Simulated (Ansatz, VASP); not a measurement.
# One calculation of GaN, two programs

```
Ga N
1.0
     0.00000    2.29770    2.29770
     2.29770    0.00000    2.29770
     2.29770    2.29770    0.00000
Ga N
1 1
Direct
  0.00000 0.00000 0.00000
  0.25000 0.25000 0.25000
```

Alike in both runs: task single point; functional BLYP; dispersion D4; k mesh 10 × 10 × 10; occupations fermi-dirac, width 0.05 eV; no spin polarisation.

|  | VASP | Ansatz |
| --- | --- | --- |
| version | VASP 6.6.1 | Ansatz 0.2.0 |
| potentials or method | VASP PAW PBE potentials, release 64 (Ga_d, N) | Ansatz PAW |
| plane-wave cutoff (eV) | 520 | 420 |
| valence electrons in the cell | 18 | 18 |

VASP gave:

* gap on the k mesh at the Fermi level (eV): 1.42
* least direct gap on the mesh (eV): 1.42
* pressure (GPa): -8.9

Problem. Estimate Ansatz's values.

Solution. gap on the k mesh at the Fermi level (eV): 1.43; least direct gap on the mesh (eV): 1.43; pressure (GPa): -10.0.

VASP's potentials were made for PBE, not for BLYP.
